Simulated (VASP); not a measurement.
# GaN (Cmc2_1) in VASP: further runs

The runs below take GaN through single point, with r2SCAN.

Program: VASP 6.6.1. These are calculated values, not measurements. Logs are shortened: lines on timing, memory, paths and dates and some standing lists are left out, and cuts for length are marked.

## (1) The cell of the first run

The structure is orthorhombic, space group Cmc2_1 (No. 36). The conventional cell has a = 3.180 Å, b = 5.453 Å, c = 5.166 Å, α = 90.00°, β = 90.00°, γ = 90.00°. Ga (site symmetry m) has 4 N at 1.93 to 1.94 Å within 2.6 Å. Within 2.6 Å of N (site symmetry m) lie 4 Ga at 1.93 to 1.94 Å.

## (2) Single point, r2SCAN (strain -0.0100 x Voigt [0, 1, 0, 0, 0, 0])

POSCAR

```
GaN
1.0
    3.1799996605      0.0000000000      0.0000000000
   -1.5899998303      2.7264208851      0.0000000000
    0.0000000000      0.0000000000      5.1660000000
Ga N
2 2
Direct
    0.3333333333      0.6666666667      0.0000000000
    0.6666666667      0.3333333333      0.5000000000
    0.3333333333      0.6666666667      0.3750000000
    0.6666666667      0.3333333333      0.8750000000
```

INCAR.step1

```
SYSTEM = GaN
ALGO = Normal
EDIFF = 1E-4
ENCUT = 520
GGA = PE
ISMEAR = 0
LASPH = .True.
LCHARG = .False.
LREAL = .False.
LWAVE = .True.
NBANDS = 26
NELM = 60
PREC = Accurate
SIGMA = 0.05
```

INCAR.step2

```
SYSTEM = GaN
ALGO = Normal
EDIFF = 1E-7
ENCUT = 520
ISIF = 2
ISMEAR = 0
ISTART = 1
LASPH = .True.
LCHARG = .False.
LMIXTAU = .True.
LREAL = .False.
LWAVE = .False.
METAGGA = R2SCAN
NBANDS = 26
NELM = 60
PREC = Accurate
SIGMA = 0.05
```

KPOINTS

```
k-points
0
Gamma
  12 12 6
  0 0 0
```

Potentials or basis: VASP PAW PBE potentials, release 64 (Ga_d, N).

Command:

```bash
> cat potpaw_PBE.64/Ga_d/POTCAR potpaw_PBE.64/N/POTCAR > POTCAR
> cp INCAR.step1 INCAR
> mpirun -np 1 vasp_std > vasp.out
> cp INCAR.step2 INCAR
> mpirun -np 1 vasp_std > vasp.out
```

OUTCAR:

```text
SYSTEM = GaN
   EDIFF = 1E-7
   ENCUT = 520
   ISIF = 2
   ISMEAR = 0
   ISTART = 1
   LASPH = .True.
   LREAL = .False.
   METAGGA = R2SCAN
   NELM = 60
   PREC = Accurate

 ion  position               nearest neighbor table
   1  0.333  0.667  0.000-   4 1.93   3 1.94   4 1.94   4 1.94
   2  0.667  0.333  0.500-   3 1.93   4 1.94   3 1.94   3 1.94
   3  0.333  0.667  0.375-   2 1.93   1 1.94   2 1.94   2 1.94
   4  0.667  0.333  0.875-   1 1.93   2 1.94   1 1.94   1 1.94

  Warning from LATTYP: Monoclinic adjustment (A1->A3, A2->A1, A3->A2)!
  LATTYP: Found a base centered orthorhombic cell.
 ALAT       =     3.1799996605
 B/A-ratio  =     1.7147302995
 C/A-ratio  =     1.6245284753

  Lattice vectors:

 A1 = (   1.5899998303,  -2.7264208851,   0.0000000000)
 A2 = (   1.5899998302,   2.7264208851,   0.0000000000)
 A3 = (   0.0000000000,   0.0000000000,   5.1660000000)

Analysis of symmetry for initial positions (statically):
=====================================================================
 Subroutine PRICEL returns:
 Original cell was already a primitive cell.

 Routine SETGRP: Setting up the symmetry group for a
 base centered orthorhombic supercell.

 Subroutine GETGRP returns: Found  4 space group operations
 (whereof  2 operations were pure point group operations)
 out of a pool of  8 trial point group operations.

The static configuration has the point symmetry C_1h.
 The point group associated with its full space group is C_2v.

Analysis of symmetry for dynamics (positions and initial velocities):
=====================================================================
 Subroutine PRICEL returns:
 Original cell was already a primitive cell.

 Routine SETGRP: Setting up the symmetry group for a
 base centered orthorhombic supercell.

 Subroutine GETGRP returns: Found  4 space group operations
 (whereof  2 operations were pure point group operations)
 out of a pool of  8 trial point group operations.

The dynamic configuration has the point symmetry C_1h.
 The point group associated with its full space group is C_2v.

 Subroutine INISYM returns: Found  4 space group operations
 (whereof  2 operations are pure point group operations),
 and found     1 'primitive' translations

----------------------------------------------------------------------------------------

                                     Primitive cell

  volume of cell :      44.7893

  direct lattice vectors                    reciprocal lattice vectors
     3.179999661  0.000000000  0.000000000     0.314465442  0.183390614  0.000000000
    -1.589999830  2.726420885  0.000000000     0.000000000  0.366781228  0.000000000
     0.000000000  0.000000000  5.166000000     0.000000000  0.000000000  0.193573364

  length of vectors
     3.179999661  3.156179701  5.166000000     0.364033833  0.366781228  0.193573364

  position of ions in fractional coordinates (direct lattice)
     0.333333333  0.666666667  0.000000000
     0.666666667  0.333333333  0.500000000
     0.333333333  0.666666667  0.375000000
     0.666666667  0.333333333  0.875000000

  ion indices of the primitive-cell ions
   primitive index   ion index
                 1           1
                 2           2
                 3           3
                 4           4

----------------------------------------------------------------------------------------

 KPOINTS: k-points

Automatic generation of k-mesh.
 Grid dimensions read from file:
 generate k-points for:   12   12    6

 Generating k-lattice:

  Cartesian coordinates                     Fractional coordinates (reciprocal lattice)
     0.026205454  0.015282551  0.000000000     0.083333333  0.000000000  0.000000000
     0.000000000  0.030565102  0.000000000     0.000000000  0.083333333  0.000000000
     0.000000000  0.000000000  0.032262227     0.000000000  0.000000000  0.166666667

  Length of vectors
     0.030336153  0.030565102  0.032262227

  Shift w.r.t. Gamma in fractional coordinates (k-lattice)
     0.000000000  0.000000000  0.000000000

 Subroutine IBZKPT returns following result:
 ===========================================

 Found    172 irreducible k-points:

 Following reciprocal coordinates:
            Coordinates               Weight
  0.000000  0.000000  0.000000      1.000000
  0.083333  0.000000  0.000000      4.000000
  0.166667  0.000000  0.000000      4.000000
  0.250000 -0.000000  0.000000      4.000000
  0.333333  0.000000  0.000000      4.000000
  0.416667  0.000000  0.000000      4.000000
[... 16 lines left out ...]
  0.333333  0.166667  0.000000      4.000000
  0.416667  0.166667  0.000000      4.000000
 [... further k-points ...]
   k-points           NKPTS =    172   k-points in BZ     NKDIM =    172   number of bands    NBANDS=     26
   number of dos      NEDOS =    301   number of ions     NIONS =      4
   total plane-waves  NPLWV =  23040
   dimension x,y,z NGX =    24 NGY =   24 NGZ =   40
   dimension x,y,z NGXF=    48 NGYF=   48 NGZF=   80
   ions per type =               2   2
   NGX,Y,Z   is equivalent  to a cutoff of  12.55, 12.64, 12.87 a.u.
   NGXF,Y,Z  is equivalent  to a cutoff of  25.09, 25.28, 25.74 a.u.
 SYSTEM =  GaN
   PREC   = accura    normal or accurate (medium, high low for compatibility)
   ISTART =      1    job   : 0-new  1-cont  2-samecut
   ICHARG =      0    charge: 1-file 2-atom 10-const
   ISPIN  =      1    spin polarized calculation?
   LNONCOLLINEAR =      F non collinear calculations
   LSORBIT =      F    spin-orbit coupling
   LASPH  =      T    aspherical Exc in radial PAW
   ENCUT  =  520.0 eV  38.22 Ry    6.18 a.u.   5.91  5.87  9.61*2*pi/ulx,y,z
   NELM   =     60;   NELMIN=  2; NELMDL=  0     # of ELM steps
   EDIFF  = 0.1E-06   stopping-criterion for ELM
   LREAL  =      F    real-space projection
   EDIFFG = 0.1E-05   stopping-criterion for IOM
   NSW    =      0    number of steps for IOM
   IBRION =     -1    ionic relax: 0-MD 1-quasi-New 2-CG
   NFREE  =      0    steps in history (QN), initial steepest desc. (CG)
   ISIF   =      2    stress and relaxation
   ISYM   =      2    0-nonsym 1-usesym 2-fastsym
   POTIM  = 0.5000    time-step for ionic-motion
   TEBEG  =    0.0;   TEEND  =   0.0 temperature during run
   PSTRESS=    0.0 pullay stress
   NELECT =      36.0000    total number of electrons
   NUPDOWN=      -1.0000    fix difference up-down
   EMIN   =  10.00;   EMAX   =-10.00  energy-range for DOS
   EFERMI =   0.00;   METHOD = LEGACY
   ISMEAR =     0;   SIGMA  =   0.05  broadening in eV -4-tet -1-fermi 0-gaus
   EFERMI_NEDOS =   21; number of points for ismear=-14 and -15
   IALGO  =     38    algorithm
   IMIX   =      4    mixing-type and parameters
     AMIX     =   0.40;   BMIX     =  1.00
     AMIX_MAG =   1.60;   BMIX_MAG =  1.00
  volume/ion in A,a.u.               =      11.20        75.56
  Fermi-wavevector in a.u.,A,eV,Ry     =   1.522127  2.876403 31.522936  2.316870
  Thomas-Fermi vector in A             =   2.630749
   LORBIT       =      0    0 simple, 1 ext, 2 COOP (PROOUT), +10 PAW based schemes
   METAGGA = R2SCAN    functional components
   LHFCALC =     F    Hartree Fock is set to
   AEXX    =    0.0000 exact exchange contribution
   IVDW    =     0    specifies the selected vdW correction
   LEPSILON=     F    determine dielectric tensor
   LRPA    =     F    only Hartree local field effects (RPA)
 non-spin polarized calculation
 Gauss-broadening in eV      SIGMA  =   0.05
  energy-cutoff  :      520.00
  volume of cell :       44.79
 maximum number of plane-waves:      1222
   NGX = 11   NGY = 11   NGZ = 19

 number of electron      36.0000015 magnetization

 Free energy of the ion-electron system (eV)
  ---------------------------------------------------
  ext. energy  EPLUGINS =         0.00000000
  ---------------------------------------------------
  free energy    TOTEN  =       -43.80569885 eV

  energy without entropy =      -43.80569885  energy(sigma->0) =      -43.80569885

 E-fermi :   5.5834     XC(G=0): -12.7554

 val. band max:        5.3051205184   @ k =   0.0000   0.0000   0.0000
 cond. band min:       7.7142741413   @ k =   0.0000   0.0000   0.0000
 fundamental gap:      2.4091536229
 Fermi energy:         5.5834018524

 k-point     1 :       0.0000    0.0000    0.0000
  band No.  band energies     occupation
      1     -11.6764      2.00000
      2     -10.6210      2.00000
      3      -8.5746      2.00000
      4      -8.5543      2.00000
      5      -8.5507      2.00000
      6      -8.4826      2.00000
[... 18 lines left out ...]
     25      17.8187      0.00000
     26      17.9952      0.00000

 k-point     2 :       0.0833    0.0000    0.0000
  band No.  band energies     occupation
      1     -11.6053      2.00000
      2     -10.5998      2.00000
      3      -8.5666      2.00000
      4      -8.5410      2.00000
      5      -8.5317      2.00000
      6      -8.4727      2.00000
[... 18 lines left out ...]
     25      17.4882      0.00000
     26      18.1179      0.00000

 k-point     3 :       0.1667    0.0000    0.0000
  band No.  band energies     occupation
      1     -11.4096      2.00000
      2     -10.5465      2.00000
      3      -8.5406      2.00000
      4      -8.5143      2.00000
      5      -8.4709      2.00000
      6      -8.4331      2.00000
[... 18 lines left out ...]
     25      17.5246      0.00000
     26      18.4894      0.00000

 k-point     4 :       0.2500   -0.0000    0.0000
  band No.  band energies     occupation
      1     -11.1422      2.00000
      2     -10.4849      2.00000
      3      -8.5125      2.00000
      4      -8.4867      2.00000
      5      -8.4139      2.00000
      6      -8.3693      2.00000
[... 18 lines left out ...]
     25      17.5618      0.00000
     26      18.9326      0.00000
[... 496 lines left out ...]
      1     -10.7862      2.00000
      2     -10.4255      2.00000
      3      -8.5037      2.00000
      4      -8.4456      2.00000
      5      -8.3537      2.00000
      6      -8.3282      2.00000
[... 18 lines left out ...]
     25      16.9409      0.00000
     26      20.0083      0.00000

 k-point    23 :       0.3333    0.1667    0.0000
  band No.  band energies     occupation
      1     -10.6343      2.00000
      2     -10.4141      2.00000
      3      -8.5133      2.00000
      4      -8.4311      2.00000
      5      -8.3192      2.00000
      6      -8.3059      2.00000
[... 18 lines left out ...]
     25      17.8445      0.00000
     26      19.8002      0.00000

 k-point    24 :       0.4167    0.1667    0.0000
  band No.  band energies     occupation
      1     -10.5794      2.00000
      2     -10.4155      2.00000
      3      -8.5175      2.00000
      4      -8.4279      2.00000
      5      -8.3098      2.00000
      6      -8.3015      2.00000
[... 18 lines left out ...]
     25      18.8349      0.00000
     26      19.4464      0.00000

 [... further k-points ...]

------------------------ aborting loop because EDIFF is reached ----------------------------------------

  FORCE on cell =-STRESS in cart. coord.  units (eV):
  Direction    XX          YY          ZZ          XY          YZ          ZX
  --------------------------------------------------------------------------------------
  -------------------------------------------------------------------------------------
  Total        0.7404227      1.6773421      1.1766518     -0.0000000      0.0000000      0.0000000
  in kB       26.4859742     60.0009121     42.0905082     -0.0000000      0.0000000      0.0000000
  external PRESSURE =      42.8591315 kB  Pullay stress =       0.0000000 kB

 VOLUME and BASIS-vectors are now :
 -----------------------------------------------------------------------------
  energy-cutoff  :      520.00
  volume of cell :       44.79
      direct lattice vectors                 reciprocal lattice vectors
     3.179999661  0.000000000  0.000000000     0.314465442  0.183390614  0.000000000
    -1.589999830  2.726420885  0.000000000     0.000000000  0.366781228  0.000000000
     0.000000000  0.000000000  5.166000000     0.000000000  0.000000000  0.193573364

 POSITION                                       TOTAL-FORCE (eV/Angst)
 -----------------------------------------------------------------------------------
     -0.00000      1.81761      0.00000         0.000000     -0.091121     -0.077152
      1.59000      0.90881      2.58300        -0.000000      0.091121     -0.077152
     -0.00000      1.81761      1.93725         0.000000     -0.107270      0.077152
      1.59000      0.90881      4.52025        -0.000000      0.107270      0.077152
 -----------------------------------------------------------------------------------
    total drift:                                0.000002      0.000003      0.050552

  FREE ENERGIE OF THE ION-ELECTRON SYSTEM (eV)
  ---------------------------------------------------
  free  energy   TOTEN  =       -43.8056988513 eV

  energy  without entropy=      -43.8056988513  energy(sigma->0) =      -43.80569885
```

Wall time 11 min (1 thread of AMD EPYC 9R45 (Zen 5), shared host); peak memory 0.26 GiB.

What came out:

```yaml
Free_energy: -43.8057 eV
Pressure: 4.3 GPa
Largest_force: 0.132 eV/Å
Band_gap_on_the_k_mesh: 2.41 eV, direct
```

Forces in eV/Å, atoms in the order of the input:
```
Ga   0.000 -0.091 -0.077
Ga   0.000  0.091 -0.077
N    0.000 -0.107  0.077
N    0.000  0.107  0.077
```

Levels at points of the mesh, in eV from the valence-band top:
| k point | band 15 | band 16 | band 17 | band 18 | band 19 | band 20 | band 21 | band 22 |
| --- | --- | --- | --- | --- | --- | --- | --- | --- |
| (0.00, 0.00, 0.00) | -1.09 | -0.10 | -0.04 | 0.00 | 2.41 | 4.92 | 9.99 | 10.59 |
| (0.50, 0.00, 0.00) | -4.44 | -2.87 | -2.34 | -1.04 | 5.68 | 6.21 | 6.52 | 9.42 |
| (0.00, 0.50, 0.00) | -4.39 | -2.98 | -2.35 | -1.12 | 5.50 | 6.10 | 6.57 | 9.49 |
| (0.00, 0.00, 0.50) | -0.60 | -0.60 | -0.56 | -0.56 | 4.84 | 4.84 | 9.23 | 9.23 |
| (0.50, 0.00, 0.50) | -2.06 | -2.06 | -2.02 | -2.02 | 4.92 | 4.92 | 8.52 | 8.52 |
| (0.00, 0.50, 0.50) | -2.12 | -2.12 | -2.03 | -2.03 | 4.85 | 4.85 | 8.47 | 8.47 |

Caveat: the cell differs from its parent crystal (strain -0.0100 x Voigt [0, 1, 0, 0, 0, 0]); the PAW data sets were made with another functional, which shifts forces and pressure a little.

## (3) Single point, r2SCAN (strain +0.0100 x Voigt [0, 1, 0, 0, 0, 0])

Edit POSCAR of step 2 so:

```diff
@@ -3,3 +3,3 @@
     3.1799996605      0.0000000000      0.0000000000
-   -1.5899998303      2.7264208851      0.0000000000
+   -1.5899998303      2.7815000949      0.0000000000
     0.0000000000      0.0000000000      5.1660000000
```

INCAR.step1

```
ALGO = Normal
EDIFF = 1E-4
ENCUT = 520
GGA = PE
ISMEAR = 0
LASPH = True
LCHARG = False
LREAL = False
LWAVE = True
NBANDS = 26
NELM = 80
PREC = Accurate
SIGMA = 0.05
```

INCAR.step2

```
ALGO = Normal
EDIFF = 1E-7
ENCUT = 520
ISIF = 2
ISMEAR = 0
ISTART = 1
LASPH = True
LCHARG = False
LMIXTAU = True
LREAL = False
LWAVE = False
METAGGA = R2SCAN
NBANDS = 26
NELM = 80
PREC = Accurate
SIGMA = 0.05
```

KPOINTS

```
k-points
0
Gamma
  12 12 6
```

Potentials or basis: VASP PAW PBE potentials, release 64 (Ga_d, N).

Command:

```bash
> cat potpaw_PBE.64/Ga_d/POTCAR potpaw_PBE.64/N/POTCAR > POTCAR
> cp INCAR.step1 INCAR
> mpirun -np 1 vasp_std > vasp.out
> cp INCAR.step2 INCAR
> mpirun -np 1 vasp_std > vasp.out
```

Run time: 11 min. Hardware: 1 thread of AMD EPYC 9R45 (Zen 5), shared host; peak memory 0.26 GiB.

It converged, with:

| Property | Result |
| --- | --- |
| Free energy | -43.8153 eV |
| Pressure | 0.2 GPa |
| Largest force | 0.210 eV/Å |
| Band gap on the k mesh | 2.30 eV, direct |

Forces on the atoms (eV/Å):
```
Ga   0.000  0.073 -0.189
Ga   0.000 -0.073 -0.189
N    0.000  0.090  0.189
N    0.000 -0.090  0.189
```

Stress tensor (GPa, compression positive):
```
 0.48  0.00  0.00
 0.00 -2.64  0.00
 0.00  0.00  2.83
```

Levels at points of the mesh, in eV from the valence-band top:
```tsv
k point	band 14	band 15	band 16	band 17	band 18	band 19	band 20	band 21	band 22	band 23
(0.00, 0.00, 0.00)	-1.14	-1.10	-0.06	-0.04	0.00	2.30	4.70	9.95	10.40	10.55
(0.50, 0.00, 0.00)	-5.35	-4.32	-2.90	-2.28	-1.04	5.44	6.04	6.56	9.33	10.88
(0.00, 0.50, 0.00)	-5.35	-4.37	-2.80	-2.28	-0.96	5.62	6.15	6.52	9.26	11.06
(0.00, 0.00, 0.50)	-3.93	-0.61	-0.61	-0.56	-0.56	4.69	4.69	9.18	9.18	10.92
(0.50, 0.00, 0.50)	-6.70	-2.05	-2.05	-1.95	-1.95	4.84	4.84	8.39	8.39	10.73
(0.00, 0.50, 0.50)	-6.73	-1.97	-1.97	-1.96	-1.96	4.90	4.90	8.43	8.43	10.72
```

Caveat: the cell differs from its parent crystal (strain +0.0100 x Voigt [0, 1, 0, 0, 0, 0]); the PAW data sets were made with another functional, which shifts forces and pressure a little.
